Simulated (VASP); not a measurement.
# Al3Cu2 (P-3m1) in VASP: notebook

The runs below take Al3Cu2 through single point, with PBEsol.

Program: VASP 6.6.1. These are calculated values, not measurements. Logs are shortened: lines on timing, memory, paths and dates and some standing lists are left out, and cuts for length are marked.

### Step 1. The cell of the first run

The structure is trigonal, space group P-3m1 (No. 164). The conventional cell has a = 4.099 Å, b = 4.099 Å, c = 5.181 Å, α = 90.00°, β = 90.00°, γ = 120.00°. Within 3.3 Å of Al (site symmetry -3m) lie 6 Cu at 2.50 Å and 6 Al at 2.99 Å. Al (site symmetry 3m) has 5 Cu at 2.54 to 2.64 Å and 6 Al at 2.82 to 2.99 Å within 3.4 Å. Within 3.3 Å of Cu (site symmetry 3m) lie 8 Al at 2.50 to 2.64 Å and 3 Cu at 2.88 Å.

### Step 2. Single point, PBEsol (strain +0.000 along x and y, +0.040 along z)

Contents of INCAR:

```
SYSTEM = Al3Cu2
PREC = Accurate
ENCUT = 520
EDIFF = 1E-7
ISMEAR = 0
SIGMA = 0.15
LREAL = .False.
LASPH = .True.
NELM = 60
ALGO = Fast
ISIF = 2
LWAVE = .False.
LCHARG = .True.
GGA = PS
LELF = .True.
LVHAR = .True.
NBANDS = 24
```

Contents of KPOINTS:

```
regular mesh
0
Gamma
  12 12 10
  0 0 0
```

Contents of POSCAR:

```
Al3Cu2
1.0
    4.0985855951      0.0000000000      0.0000000000
   -2.0492927975      3.5494792449      0.0000000000
    0.0000000000      0.0000000000      5.1813849016
Al Cu
3 2
Direct
    0.0000000000      0.0000000000      0.0000000000
    0.3333333333      0.6666666667      0.3515059889
    0.6666666667      0.3333333333      0.6484940111
    0.3333333333      0.6666666667      0.8422899951
    0.6666666667      0.3333333333      0.1577100049
```

Potentials or basis: VASP PAW PBE potentials, release 64 (Al, Cu).

Run with:

```
cat potpaw_PBE.64/Al/POTCAR potpaw_PBE.64/Cu/POTCAR > POTCAR
mpirun -np 1 vasp_std > vasp.out
```

OUTCAR:

```text
SYSTEM = Al3Cu2
   PREC = Accurate
   ENCUT = 520
   EDIFF = 1E-7
   ISMEAR = 0
   LREAL = .False.
   LASPH = .True.
   NELM = 60
   ISIF = 2
   GGA = PS

 ion  position               nearest neighbor table
   1  0.000  0.000  0.000-   4 2.50   5 2.50   4 2.50   5 2.50   5 2.50   4 2.50   2 2.99   3 2.99
                             2 2.99   3 2.99   2 2.99   3 2.99
   2  0.333  0.667  0.352-   4 2.54   5 2.57   5 2.57   5 2.57   4 2.64   3 2.82   3 2.82   3 2.82
                             1 2.99   1 2.99   1 2.99
   3  0.667  0.333  0.648-   5 2.54   4 2.57   4 2.57   4 2.57   5 2.64   2 2.82   2 2.82   2 2.82
                             1 2.99   1 2.99   1 2.99
   4  0.333  0.667  0.842-   1 2.50   1 2.50   1 2.50   2 2.54   3 2.57   3 2.57   3 2.57   2 2.64

   5  0.667  0.333  0.158-   1 2.50   1 2.50   1 2.50   3 2.54   2 2.57   2 2.57   2 2.57   3 2.64

  LATTYP: Found a hexagonal cell.
 ALAT       =     4.0985855951
 C/A-ratio  =     1.2641885307

  Lattice vectors:

 A1 = (   4.0985855951,   0.0000000000,   0.0000000000)
 A2 = (  -2.0492927975,   3.5494792449,   0.0000000000)
 A3 = (   0.0000000000,   0.0000000000,   5.1813849016)

Analysis of symmetry for initial positions (statically):
=====================================================================
 Subroutine PRICEL returns:
 Original cell was already a primitive cell.

 Routine SETGRP: Setting up the symmetry group for a
 hexagonal supercell.

 Subroutine GETGRP returns: Found 12 space group operations
 (whereof 12 operations were pure point group operations)
 out of a pool of 24 trial point group operations.

The static configuration has the point symmetry D_3d.

Analysis of symmetry for dynamics (positions and initial velocities):
=====================================================================
 Subroutine PRICEL returns:
 Original cell was already a primitive cell.

 Routine SETGRP: Setting up the symmetry group for a
 hexagonal supercell.

 Subroutine GETGRP returns: Found 12 space group operations
 (whereof 12 operations were pure point group operations)
 out of a pool of 24 trial point group operations.

The dynamic configuration has the point symmetry D_3d.

 Subroutine INISYM returns: Found 12 space group operations
 (whereof 12 operations are pure point group operations),
 and found     1 'primitive' translations

----------------------------------------------------------------------------------------

                                     Primitive cell

  volume of cell :      75.3780

  direct lattice vectors                    reciprocal lattice vectors
     4.098585595  0.000000000  0.000000000     0.243986609  0.140865734  0.000000000
    -2.049292798  3.549479245  0.000000000     0.000000000  0.281731468  0.000000000
     0.000000000  0.000000000  5.181384902     0.000000000  0.000000000  0.192998594

  length of vectors
     4.098585595  4.098585595  5.181384902     0.281731468  0.281731468  0.192998594

  position of ions in fractional coordinates (direct lattice)
     0.000000000  0.000000000  0.000000000
     0.333333333  0.666666667  0.351505989
     0.666666667  0.333333333  0.648494011
     0.333333333  0.666666667  0.842289995
     0.666666667  0.333333333  0.157710005

  ion indices of the primitive-cell ions
   primitive index   ion index
                 1           1
                 2           2
                 3           3
                 4           4
                 5           5

----------------------------------------------------------------------------------------

 KPOINTS: regular mesh

Automatic generation of k-mesh.
 Grid dimensions read from file:
 generate k-points for:   12   12   10

 Generating k-lattice:

  Cartesian coordinates                     Fractional coordinates (reciprocal lattice)
     0.020332217  0.011738811  0.000000000     0.083333333  0.000000000  0.000000000
     0.000000000  0.023477622  0.000000000     0.000000000  0.083333333  0.000000000
     0.000000000  0.000000000  0.019299859     0.000000000  0.000000000  0.100000000

  Length of vectors
     0.023477622  0.023477622  0.019299859

  Shift w.r.t. Gamma in fractional coordinates (k-lattice)
     0.000000000  0.000000000  0.000000000

 Subroutine IBZKPT returns following result:
 ===========================================

 Found    162 irreducible k-points:

 Following reciprocal coordinates:
            Coordinates               Weight
  0.000000  0.000000  0.000000      1.000000
  0.083333  0.000000  0.000000      6.000000
  0.166667  0.000000  0.000000      6.000000
  0.250000  0.000000  0.000000      6.000000
  0.333333  0.000000  0.000000      6.000000
  0.416667  0.000000  0.000000      6.000000
[... 16 lines left out ...]
  0.166667  0.000000  0.100000      6.000000
  0.000000  0.166667  0.100000      6.000000
 [... further k-points ...]
   k-points           NKPTS =    162   k-points in BZ     NKDIM =    162   number of bands    NBANDS=     24
   number of dos      NEDOS =    301   number of ions     NIONS =      5
   total plane-waves  NPLWV =  36000
   dimension x,y,z NGX =    30 NGY =   30 NGZ =   40
   dimension x,y,z NGXF=    60 NGYF=   60 NGZF=   80
   ions per type =               3   2
   NGX,Y,Z   is equivalent  to a cutoff of  12.17, 12.17, 12.83 a.u.
   NGXF,Y,Z  is equivalent  to a cutoff of  24.34, 24.34, 25.67 a.u.
 SYSTEM =  Al3Cu2
   PREC   = accura    normal or accurate (medium, high low for compatibility)
   ISTART =      0    job   : 0-new  1-cont  2-samecut
   ICHARG =      2    charge: 1-file 2-atom 10-const
   ISPIN  =      1    spin polarized calculation?
   LNONCOLLINEAR =      F non collinear calculations
   LSORBIT =      F    spin-orbit coupling
   LASPH  =      T    aspherical Exc in radial PAW
   ENCUT  =  520.0 eV  38.22 Ry    6.18 a.u.   7.62  7.62  9.63*2*pi/ulx,y,z
   NELM   =     60;   NELMIN=  2; NELMDL= -5     # of ELM steps
   EDIFF  = 0.1E-06   stopping-criterion for ELM
   LREAL  =      F    real-space projection
   EDIFFG = 0.1E-05   stopping-criterion for IOM
   NSW    =      0    number of steps for IOM
   IBRION =     -1    ionic relax: 0-MD 1-quasi-New 2-CG
   NFREE  =      0    steps in history (QN), initial steepest desc. (CG)
   ISIF   =      2    stress and relaxation
   ISYM   =      2    0-nonsym 1-usesym 2-fastsym
   POTIM  = 0.5000    time-step for ionic-motion
   TEBEG  =    0.0;   TEEND  =   0.0 temperature during run
   PSTRESS=    0.0 pullay stress
   NELECT =      31.0000    total number of electrons
   NUPDOWN=      -1.0000    fix difference up-down
   EMIN   =  10.00;   EMAX   =-10.00  energy-range for DOS
   EFERMI =   0.00;   METHOD = LEGACY
   ISMEAR =     0;   SIGMA  =   0.15  broadening in eV -4-tet -1-fermi 0-gaus
   EFERMI_NEDOS =   21; number of points for ismear=-14 and -15
   IALGO  =     68    algorithm
   IMIX   =      4    mixing-type and parameters
     AMIX     =   0.40;   BMIX     =  1.00
     AMIX_MAG =   1.60;   BMIX_MAG =  1.00
  volume/ion in A,a.u.               =      15.08       101.74
  Fermi-wavevector in a.u.,A,eV,Ry     =   1.217439  2.300626 20.165982  1.482158
  Thomas-Fermi vector in A             =   2.352759
   LORBIT       =      0    0 simple, 1 ext, 2 COOP (PROOUT), +10 PAW based schemes
   GGA     = PS    functional components
   LHFCALC =     F    Hartree Fock is set to
   AEXX    =    0.0000 exact exchange contribution
   IVDW    =     0    specifies the selected vdW correction
   LEPSILON=     F    determine dielectric tensor
   LRPA    =     F    only Hartree local field effects (RPA)
 non-spin polarized calculation
 RMM-DIIS sequential band-by-band and
 Gauss-broadening in eV      SIGMA  =   0.15
  energy-cutoff  :      520.00
  volume of cell :       75.38
 maximum number of plane-waves:      2065
   NGX = 15   NGY = 15   NGZ = 19

 number of electron      30.9999996 magnetization

 Free energy of the ion-electron system (eV)
  ---------------------------------------------------
  ext. energy  EPLUGINS =         0.00000000
  ---------------------------------------------------
  free energy    TOTEN  =       -21.65499366 eV

  energy without entropy =      -21.63742422  energy(sigma->0) =      -21.64620894

 E-fermi :   7.7979     XC(G=0): -10.8969

 val. band max:        7.7895935694   @ k =   0.0833   0.0000   0.4000
 cond. band min:       7.8011152174   @ k =   0.0833   0.0000   0.2000
 fundamental gap:      0.0115216479
 Fermi energy:         7.7978553429

 k-point     1 :       0.0000    0.0000    0.0000
  band No.  band energies     occupation
      1      -3.1174      2.00000
      2       1.5211      2.00000
      3       1.9693      2.00000
      4       2.6948      2.00000
      5       2.6948      2.00000
      6       3.0582      2.00000
[... 16 lines left out ...]
     23      13.5025      0.00000
     24      13.5025      0.00000

 k-point     2 :       0.0833    0.0000    0.0000
  band No.  band energies     occupation
      1      -3.0349      2.00000
      2       1.5703      2.00000
      3       1.9828      2.00000
      4       2.7002      2.00000
      5       2.7195      2.00000
      6       3.0407      2.00000
[... 16 lines left out ...]
     23      13.2515      0.00000
     24      13.2696      0.00000

 k-point     3 :       0.1667    0.0000    0.0000
  band No.  band energies     occupation
      1      -2.7885      2.00000
      2       1.7034      2.00000
      3       1.9977      2.00000
      4       2.7159      2.00000
      5       2.7908      2.00000
      6       2.9908      2.00000
[... 16 lines left out ...]
     23      12.9261      0.00000
     24      13.4368      0.00000

 k-point     4 :       0.2500    0.0000    0.0000
  band No.  band energies     occupation
      1      -2.3819      2.00000
      2       1.8601      2.00000
      3       1.9236      2.00000
      4       2.6765      2.00000
      5       2.8979      2.00000
      6       2.9686      2.00000
[... 16 lines left out ...]
     23      13.0339      0.00000
     24      13.6091      0.00000

 k-point     5 :       0.3333    0.0000    0.0000
  band No.  band energies     occupation
      1      -1.8231      2.00000
      2       1.4816      2.00000
      3       1.9592      2.00000
      4       2.6287      2.00000
      5       3.0091      2.00000
      6       3.0314      2.00000
[... 16 lines left out ...]
     23      14.0469      0.00000
     24      14.8317      0.00000

 k-point     6 :       0.4167    0.0000    0.0000
  band No.  band energies     occupation
      1      -1.1325      2.00000
      2       0.6776      2.00000
      3       1.9673      2.00000
      4       2.7179      2.00000
      5       3.0647      2.00000
      6       3.0702      2.00000
[... 16 lines left out ...]
     23      15.4230      0.00000
     24      16.3232      0.00000
[... 379 lines left out ...]
 k-point    21 :       0.0833    0.0000    0.1000
  band No.  band energies     occupation
      1      -2.9826      2.00000
      2       1.1249      2.00000
      3       2.2246      2.00000
      4       2.6949      2.00000
      5       2.7120      2.00000
      6       3.0435      2.00000
[... 16 lines left out ...]
     23      13.1820      0.00000
     24      13.6604      0.00000

 k-point    22 :       0.0000    0.0833    0.1000
  band No.  band energies     occupation
      1      -2.9826      2.00000
      2       1.1235      2.00000
      3       2.2261      2.00000
      4       2.6938      2.00000
      5       2.7130      2.00000
      6       3.0350      2.00000
[... 16 lines left out ...]
     23      13.2754      0.00000
     24      13.4390      0.00000

 k-point    23 :       0.1667    0.0000    0.1000
  band No.  band energies     occupation
      1      -2.7365      2.00000
      2       1.2954      2.00000
      3       2.1948      2.00000
      4       2.6899      2.00000
      5       2.7840      2.00000
      6       3.0195      2.00000
[... 16 lines left out ...]
     23      13.4517      0.00000
     24      13.5873      0.00000

 k-point    24 :       0.0000    0.1667    0.1000
  band No.  band energies     occupation
      1      -2.7362      2.00000
      2       1.2842      2.00000
      3       2.1928      2.00000
      4       2.7213      2.00000
      5       2.7826      2.00000
      6       2.9855      2.00000
[... 16 lines left out ...]
     23      13.3476      0.00000
     24      13.5145      0.00000

 [... further k-points ...]
[... 5 lines left out ...]
  --------------------------------------------------------------------------------------
  -------------------------------------------------------------------------------------
  Total       -0.6939886     -0.6939886     -3.4730552     -0.0000000      0.0000000      0.0000000
  in kB      -14.7508965    -14.7508965    -73.8206330     -0.0000000      0.0000000      0.0000000
  external PRESSURE =     -34.4408087 kB  Pullay stress =       0.0000000 kB

 VOLUME and BASIS-vectors are now :
 -----------------------------------------------------------------------------
  energy-cutoff  :      520.00
  volume of cell :       75.38
      direct lattice vectors                 reciprocal lattice vectors
     4.098585595  0.000000000  0.000000000     0.243986609  0.140865734  0.000000000
    -2.049292798  3.549479245  0.000000000     0.000000000  0.281731468  0.000000000
     0.000000000  0.000000000  5.181384902     0.000000000  0.000000000  0.192998594

 POSITION                                       TOTAL-FORCE (eV/Angst)
 -----------------------------------------------------------------------------------
      0.00000      0.00000      0.00000        -0.000000     -0.000000      0.000000
     -0.00000      2.36632      1.82129        -0.000000     -0.000000     -0.030264
      2.04929      1.18316      3.36010        -0.000000     -0.000000      0.030264
     -0.00000      2.36632      4.36423        -0.000000      0.000000     -0.103010
      2.04929      1.18316      0.81716         0.000000      0.000000      0.103010
 -----------------------------------------------------------------------------------
    total drift:                               -0.000000      0.000000     -0.000000

  FREE ENERGIE OF THE ION-ELECTRON SYSTEM (eV)
  ---------------------------------------------------
  free  energy   TOTEN  =       -21.6549936646 eV

  energy  without entropy=      -21.6374242209  energy(sigma->0) =      -21.64620894
```

Run time: 7 min. Hardware: 1 thread of Intel Xeon Platinum 8259CL at 2.50GHz (Skylake/Cascade Lake), shared host; peak memory 0.36 GiB.

Results:

```yaml
Free_energy: -21.6550 eV
Pressure: -3.4 GPa
Largest_force: 0.103 eV/Å
Band_gap_on_the_k_mesh: zero (an odd number of electrons rules out a gap without spin polarisation)
```

Forces on the atoms (eV/Å):
```
Al   0.000  0.000  0.000
Al   0.000  0.000 -0.030
Al   0.000  0.000  0.030
Cu   0.000  0.000 -0.103
Cu   0.000  0.000  0.103
```

Stress tensor (GPa, compression positive):
```
-1.48  0.00  0.00
 0.00 -1.48  0.00
 0.00  0.00 -7.38
```

Levels at points of the mesh, in eV from the Fermi level:
| k point | band 12 | band 13 | band 14 | band 15 | band 16 | band 17 | band 18 | band 19 |
| --- | --- | --- | --- | --- | --- | --- | --- | --- |
| (0.00, 0.00, 0.00) | -3.56 | -3.53 | 0.14 | 0.14 | 1.61 | 1.61 | 2.72 | 3.11 |
| (0.50, 0.00, 0.00) | -3.87 | -2.96 | -2.70 | -2.57 | -0.87 | -0.23 | 0.56 | 2.96 |
| (0.00, 0.00, 0.50) | -3.93 | 1.39 | 1.39 | 1.55 | 1.59 | 1.59 | 2.08 | 2.56 |
| (0.50, 0.00, 0.50) | -3.98 | -3.95 | -3.36 | -1.53 | -0.04 | 0.93 | 1.13 | 4.57 |

Caveat: the cell differs from its parent crystal (strain +0.000 along x and y, +0.040 along z); the cell stands under tension; the PAW data sets were made with another functional, which shifts forces and pressure a little.

### Step 3. Single point, PBEsol (strain +0.080 along x and y, -0.080 along z)

Contents of INCAR:

```
SYSTEM = Al3Cu2
ALGO = Fast
EDIFF = 1E-6
ENCUT = 520
GGA = PS
ISIF = 2
ISMEAR = 0
LASPH = .TRUE.
LCHARG = .TRUE.
LELF = .TRUE.
LREAL = .FALSE.
LVHAR = .TRUE.
LWAVE = .FALSE.
NBANDS = 24
NELM = 60
PREC = Accurate
SIGMA = 0.15
```

Contents of KPOINTS:

```
k-points
0
G
  12 12 10
  0 0 0
```

Edit POSCAR of step 2 so:

```diff
@@ -2,5 +2,5 @@
 1.0
-    4.0985855951      0.0000000000      0.0000000000
-   -2.0492927975      3.5494792449      0.0000000000
-    0.0000000000      0.0000000000      5.1813849016
+    4.4264724427      0.0000000000      0.0000000000
+   -2.2132362213      3.8334375845      0.0000000000
+    0.0000000000      0.0000000000      4.5835327975
 Al Cu
```

Potentials or basis: VASP PAW PBE potentials, release 64 (Al, Cu).

Run with:

```
cat potpaw_PBE.64/Al/POTCAR potpaw_PBE.64/Cu/POTCAR > POTCAR
mpirun -np 1 vasp_std > vasp.out
```

It took 6.9 min on 1 thread of Intel Xeon Platinum 8259CL at 2.50GHz (Skylake/Cascade Lake), shared host; peak memory 0.39 GiB.

The run converged. Its results:

* Free energy: -20.9279 eV
* Pressure: -1.7 GPa
* Largest force: 0.711 eV/Å
* Band gap on the k mesh: zero (an odd number of electrons rules out a gap without spin polarisation)

Forces on the atoms (eV/Å):
```
Al   0.000  0.000  0.000
Al   0.000  0.000 -0.213
Al   0.000  0.000  0.213
Cu   0.000  0.000  0.711
Cu   0.000  0.000 -0.711
```

Stress tensor (GPa, compression positive):
```
-11.42   0.00   0.00
  0.00 -11.42   0.00
  0.00   0.00  17.73
```

Levels at points of the mesh, in eV from the Fermi level:
| k point | band 12 | band 13 | band 14 | band 15 | band 16 | band 17 | band 18 | band 19 | band 20 | band 21 |
| --- | --- | --- | --- | --- | --- | --- | --- | --- | --- | --- |
| (0.00, 0.00, 0.00) | -2.89 | -2.67 | -0.85 | -0.85 | 0.57 | 0.57 | 0.98 | 1.38 | 4.71 | 5.74 |
| (0.50, 0.00, 0.00) | -3.76 | -3.34 | -1.88 | -1.75 | -0.49 | 0.26 | 1.23 | 3.79 | 4.24 | 4.88 |
| (0.00, 0.00, 0.50) | -3.89 | 0.86 | 0.86 | 0.98 | 0.98 | 1.16 | 1.83 | 1.83 | 1.99 | 2.38 |
| (0.50, 0.00, 0.50) | -3.82 | -3.70 | -3.23 | -1.69 | -0.12 | 0.11 | 0.21 | 6.89 | 7.32 | 7.45 |

Caveat: the cell differs from its parent crystal (strain +0.080 along x and y, -0.080 along z); the PAW data sets were made with another functional, which shifts forces and pressure a little.
